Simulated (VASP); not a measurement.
# PtSe2 in VASP: single point with PBE+D3(BJ)

Aim: the single point of PtSe2 with PBE+D3(BJ).

Program: VASP 6.6.1. These are calculated values, not measurements. Logs are shortened: lines on timing, memory, paths and dates and some standing lists are left out, and cuts for length are marked.

## (1) The cell of the first run

The cell holds a slab with vacuum, 6 atoms: a = 3.707 Å, b = 3.707 Å, c = 22.798 Å, α = 90.00°, β = 90.00°, γ = 120.00°.

## (2) Single point, PBE+D3(BJ)

Input file INCAR:

```
SYSTEM = PtSe2
PREC = Accurate
ENCUT = 520
EDIFF = 1E-7
ISMEAR = 0
SIGMA = 0.05
LREAL = .FALSE.
LASPH = .TRUE.
NELM = 100
ALGO = Normal
ISIF = 2
LWAVE = .FALSE.
LCHARG = .FALSE.
LDIPOL = .TRUE.
IDIPOL = 3
DIPOL = 0.5 0.5 0.395
GGA = PE
IVDW = 12
NBANDS = 31
```

Input file KPOINTS:

```
Automatic mesh
0
G
  9 9 1
  0 0 0
```

Input file POSCAR:

```
PtSe2
1.0
    3.7070358035      0.0000000000      0.0000000000
   -1.8535179017      3.2103871786      0.0000000000
    0.0000000000      0.0000000000     22.7981617435
Se Pt
4 2
Direct
    0.6666666667      0.3333333333      0.1973843352
    0.3333333333      0.6666666667      0.3135814612
    0.3333333333      1.1666666667      0.4763138798
    0.6666666667      0.8333333333      0.5925110057
    0.0000000000      0.0000000000      0.2554828982
    1.0000000000      1.5000000000      0.5344124428
```

Potentials or basis: VASP PAW PBE potentials, release 64 (Se, Pt).

The run is started by

```console
$ cat potpaw_PBE.64/Se/POTCAR potpaw_PBE.64/Pt/POTCAR > POTCAR
$ mpirun -np 1 vasp_std > vasp.out
```

OUTCAR:

```text
SYSTEM = PtSe2
   PREC = Accurate
   ENCUT = 520
   EDIFF = 1E-7
   ISMEAR = 0
   LREAL = .FALSE.
   LASPH = .TRUE.
   NELM = 100
   ISIF = 2
   GGA = PE
   IVDW = 12
 IVDW          = 12

 ion  position               nearest neighbor table
   1  0.667  0.333  0.197-   5 2.52   5 2.52   5 2.52
   2  0.333  0.667  0.314-   5 2.52   5 2.52   5 2.52
   3  0.333  0.167  0.476-   6 2.52   6 2.52   6 2.52
   4  0.667  0.833  0.593-   6 2.52   6 2.52   6 2.52
   5  0.000  0.000  0.255-   1 2.52   2 2.52   1 2.52   2 2.52   1 2.52   2 2.52
   6  0.000  0.500  0.534-   4 2.52   4 2.52   4 2.52   3 2.52   3 2.52   3 2.52

  LATTYP: Found a hexagonal cell.
 ALAT       =     3.7070358035
 C/A-ratio  =     6.1499707454

  Lattice vectors:

 A1 = (   3.7070358035,   0.0000000000,   0.0000000000)
 A2 = (  -1.8535179017,   3.2103871786,   0.0000000000)
 A3 = (   0.0000000000,   0.0000000000,  22.7981617435)

Analysis of symmetry for initial positions (statically):
=====================================================================
 Subroutine PRICEL returns:
 Original cell was already a primitive cell.

 Routine SETGRP: Setting up the symmetry group for a
 hexagonal supercell.

 Subroutine GETGRP returns: Found  4 space group operations
 (whereof  2 operations were pure point group operations)
 out of a pool of 24 trial point group operations.

The static configuration has the point symmetry C_1h.
 The point group associated with its full space group is C_2v.

Analysis of symmetry for dynamics (positions and initial velocities):
=====================================================================
 Subroutine PRICEL returns:
 Original cell was already a primitive cell.

 Routine SETGRP: Setting up the symmetry group for a
 hexagonal supercell.

 Subroutine GETGRP returns: Found  4 space group operations
 (whereof  2 operations were pure point group operations)
 out of a pool of 24 trial point group operations.

The dynamic configuration has the point symmetry C_1h.
 The point group associated with its full space group is C_2v.

 Subroutine INISYM returns: Found  4 space group operations
 (whereof  2 operations are pure point group operations),
 and found     1 'primitive' translations

----------------------------------------------------------------------------------------

                                     Primitive cell

  volume of cell :     271.3214

  direct lattice vectors                    reciprocal lattice vectors
     3.707035804  0.000000000  0.000000000     0.269757308  0.155744455  0.000000000
    -1.853517902  3.210387179  0.000000000     0.000000000  0.311488909  0.000000000
     0.000000000  0.000000000 22.798161743     0.000000000  0.000000000  0.043863186

  length of vectors
     3.707035804  3.707035804 22.798161743     0.311488909  0.311488909  0.043863186

  position of ions in fractional coordinates (direct lattice)
     0.666666667  0.333333333  0.197384335
     0.333333333  0.666666667  0.313581461
     0.333333333  0.166666667  0.476313880
     0.666666667  0.833333333  0.592511006
     0.000000000  0.000000000  0.255482898
     0.000000000  0.500000000  0.534412443

  ion indices of the primitive-cell ions
   primitive index   ion index
                 1           1
                 2           2
                 3           3
                 4           4
                 5           5
                 6           6

----------------------------------------------------------------------------------------

 KPOINTS: Automatic mesh

Automatic generation of k-mesh.
 Grid dimensions read from file:
 generate k-points for:    9    9    1

 Generating k-lattice:

  Cartesian coordinates                     Fractional coordinates (reciprocal lattice)
     0.029973034  0.017304939  0.000000000     0.111111111  0.000000000  0.000000000
     0.000000000  0.034609879  0.000000000     0.000000000  0.111111111  0.000000000
     0.000000000  0.000000000  0.043863186     0.000000000  0.000000000  1.000000000

  Length of vectors
     0.034609879  0.034609879  0.043863186

  Shift w.r.t. Gamma in fractional coordinates (k-lattice)
     0.000000000  0.000000000  0.000000000

 Subroutine IBZKPT returns following result:
 ===========================================

 Found     25 irreducible k-points:

 Following reciprocal coordinates:
            Coordinates               Weight
  0.000000  0.000000  0.000000      1.000000
  0.111111 -0.000000  0.000000      2.000000
  0.000000  0.111111  0.000000      4.000000
  0.222222  0.000000  0.000000      2.000000
  0.000000  0.222222  0.000000      4.000000
  0.333333  0.000000  0.000000      2.000000
[... 16 lines left out ...]
 -0.222222 -0.444444  0.000000      4.000000
  0.444444  0.333333  0.000000      4.000000
   k-points           NKPTS =     25   k-points in BZ     NKDIM =     25   number of bands    NBANDS=     31
   number of dos      NEDOS =    301   number of ions     NIONS =      6
   total plane-waves  NPLWV = 141120
   dimension x,y,z NGX =    28 NGY =   28 NGZ =  180
   dimension x,y,z NGXF=    56 NGYF=   56 NGZF=  360
   ions per type =               4   2
   NGX,Y,Z   is equivalent  to a cutoff of  12.56, 12.56, 13.13 a.u.
   NGXF,Y,Z  is equivalent  to a cutoff of  25.11, 25.11, 26.25 a.u.
 SYSTEM =  PtSe2
   PREC   = accura    normal or accurate (medium, high low for compatibility)
   ISTART =      0    job   : 0-new  1-cont  2-samecut
   ICHARG =      2    charge: 1-file 2-atom 10-const
   ISPIN  =      1    spin polarized calculation?
   LNONCOLLINEAR =      F non collinear calculations
   LSORBIT =      F    spin-orbit coupling
   LASPH  =      T    aspherical Exc in radial PAW
   ENCUT  =  520.0 eV  38.22 Ry    6.18 a.u.   6.89  6.89 42.39*2*pi/ulx,y,z
   NELM   =    100;   NELMIN=  2; NELMDL= -5     # of ELM steps
   EDIFF  = 0.1E-06   stopping-criterion for ELM
   LREAL  =      F    real-space projection
   EDIFFG = 0.1E-05   stopping-criterion for IOM
   NSW    =      0    number of steps for IOM
   IBRION =     -1    ionic relax: 0-MD 1-quasi-New 2-CG
   NFREE  =      0    steps in history (QN), initial steepest desc. (CG)
   ISIF   =      2    stress and relaxation
   ISYM   =      2    0-nonsym 1-usesym 2-fastsym
   POTIM  = 0.5000    time-step for ionic-motion
   TEBEG  =    0.0;   TEEND  =   0.0 temperature during run
   PSTRESS=    0.0 pullay stress
   NELECT =      44.0000    total number of electrons
   NUPDOWN=      -1.0000    fix difference up-down
   EMIN   =  10.00;   EMAX   =-10.00  energy-range for DOS
   EFERMI =   0.00;   METHOD = LEGACY
   ISMEAR =     0;   SIGMA  =   0.05  broadening in eV -4-tet -1-fermi 0-gaus
   EFERMI_NEDOS =   21; number of points for ismear=-14 and -15
   IALGO  =     38    algorithm
   IMIX   =      4    mixing-type and parameters
     AMIX     =   0.40;   BMIX     =  1.00
     AMIX_MAG =   1.60;   BMIX_MAG =  1.00
  volume/ion in A,a.u.               =      45.22       305.16
  Fermi-wavevector in a.u.,A,eV,Ry     =   0.892752  1.687057 10.843938  0.797007
  Thomas-Fermi vector in A             =   2.014742
   LORBIT       =      0    0 simple, 1 ext, 2 COOP (PROOUT), +10 PAW based schemes
   GGA     = PE    functional components
   LHFCALC =     F    Hartree Fock is set to
   AEXX    =    0.0000 exact exchange contribution
   IVDW    =    12    specifies the selected vdW correction
   LEPSILON=     F    determine dielectric tensor
   LRPA    =     F    only Hartree local field effects (RPA)
 non-spin polarized calculation
 Gauss-broadening in eV      SIGMA  =   0.05
  energy-cutoff  :      520.00
  volume of cell :      271.32
 maximum number of plane-waves:      7334
   NGX = 13   NGY = 13   NGZ = 85

 dipolmoment           0.000000      0.000000      0.000011 electrons x Angstroem

 number of electron      44.0000000 magnetization

 dipolmoment           0.000000      0.000000     -0.000001 electrons x Angstroem

 Free energy of the ion-electron system (eV)
  ---------------------------------------------------
  ext. energy  EPLUGINS =         0.00000000
  ---------------------------------------------------
  free energy    TOTEN  =       -28.57943453 eV

  energy without entropy =      -28.57943453  energy(sigma->0) =      -28.57943453

 E-fermi :  -0.3101     XC(G=0):  -5.5313

 val. band max:       -0.5268503364   @ k =   0.1111   0.1111   0.0000
 cond. band min:       0.5398907150   @ k =   0.2222   0.0000   0.0000
 fundamental gap:      1.0667410513
 Fermi energy:        -0.3101018130

 k-point     1 :       0.0000    0.0000    0.0000
  band No.  band energies     occupation
      1     -14.7458      2.00000
      2     -14.7134      2.00000
      3     -12.9996      2.00000
      4     -12.9317      2.00000
      5      -5.9546      2.00000
      6      -5.7771      2.00000
[... 23 lines left out ...]
     30       4.8489      0.00000
     31       4.9642      0.00000

 k-point     2 :       0.1111   -0.0000    0.0000
  band No.  band energies     occupation
      1     -14.6135      2.00000
      2     -14.5809      2.00000
      3     -13.0034      2.00000
      4     -12.9397      2.00000
      5      -5.8594      2.00000
      6      -5.7958      2.00000
[... 23 lines left out ...]
     30       5.5448      0.00000
     31       5.6020      0.00000

 k-point     3 :       0.0000    0.1111    0.0000
  band No.  band energies     occupation
      1     -14.6132      2.00000
      2     -14.5812      2.00000
      3     -13.0027      2.00000
      4     -12.9403      2.00000
      5      -5.8606      2.00000
      6      -5.7976      2.00000
[... 703 lines left out ...]
     30       6.9148      0.00000
     31       7.3546      0.00000

 k-point    24 :       0.4444    0.3333    0.0000
  band No.  band energies     occupation
      1     -13.1904      2.00000
      2     -13.1725      2.00000
      3     -13.0638      2.00000
      4     -13.0498      2.00000
      5      -6.2858      2.00000
      6      -6.2814      2.00000
[... 23 lines left out ...]
     30       7.0099      0.00000
     31       7.4340      0.00000

 [... further k-points ...]

------------------------ aborting loop because EDIFF is reached ----------------------------------------

 vacuum level on the upper side and lower side of the slab       (xc-potential included)        -0.083        -0.082

 Edisp (eV)   -2.02964

 E8    (eV) :    -0.9003

  FORCE on cell =-STRESS in cart. coord.  units (eV):
  Direction    XX          YY          ZZ          XY          YZ          ZX
  --------------------------------------------------------------------------------------
  -------------------------------------------------------------------------------------
  Total      -0.19307    -0.15642    -0.76793    -0.03174     0.00000     0.00000
  in kB      -1.14011    -0.92370    -4.53468    -0.18742     0.00000     0.00000
  external pressure =       -2.20 kB  Pullay stress =        0.00 kB

 VOLUME and BASIS-vectors are now :
 -----------------------------------------------------------------------------
  energy-cutoff  :      520.00
  volume of cell :      271.32
      direct lattice vectors                 reciprocal lattice vectors
     3.707035804  0.000000000  0.000000000     0.269757308  0.155744455  0.000000000
    -1.853517902  3.210387179  0.000000000     0.000000000  0.311488909  0.000000000
     0.000000000  0.000000000 22.798161743     0.000000000  0.000000000  0.043863186

 POSITION                                       TOTAL-FORCE (eV/Angst)
 -----------------------------------------------------------------------------------
      1.85352      1.07013      4.50000        -0.003979     -0.002297      0.001546
     -0.00000      2.14026      7.14908        -0.001629     -0.000940      0.084455
      0.92676      0.53506     10.85908        -0.001629     -0.000940     -0.084455
      0.92676      2.67532     13.50816        -0.003979     -0.002297     -0.001546
      0.00000      0.00000      5.82454         0.005608      0.003238      0.061503
     -0.92676      1.60519     12.18362         0.005608      0.003238     -0.061503
 -----------------------------------------------------------------------------------
    total drift:                                0.000374      0.000216     -0.000020

  FREE ENERGIE OF THE ION-ELECTRON SYSTEM (eV)
  ---------------------------------------------------
  free  energy   TOTEN  =       -30.6090712849 eV

  energy  without entropy=      -30.6090712849  energy(sigma->0) =      -30.60907128

 vacuum level on the upper side and lower side of the slab         4.906         4.906
```

It took 3.3 min on 1 thread of Intel Xeon 6975P-C (Granite Rapids), shared host; peak memory 0.47 GiB.

What came out:

- Free energy: -30.6091 eV
- Largest force: 0.084 eV/Å
- Band gap on the k mesh: 1.07 eV, indirect (least direct gap 1.21 eV)
- Dispersion energy per atom: -0.338 eV

Forces in eV/Å, atoms in the order of the input:
```
Se  -0.004 -0.002  0.002
Se  -0.002 -0.001  0.084
Se  -0.002 -0.001 -0.084
Se  -0.004 -0.002 -0.002
Pt   0.006  0.003  0.062
Pt   0.006  0.003 -0.062
```

Caveat: spin-orbit coupling is left out, which moves the levels of the heavy elements.
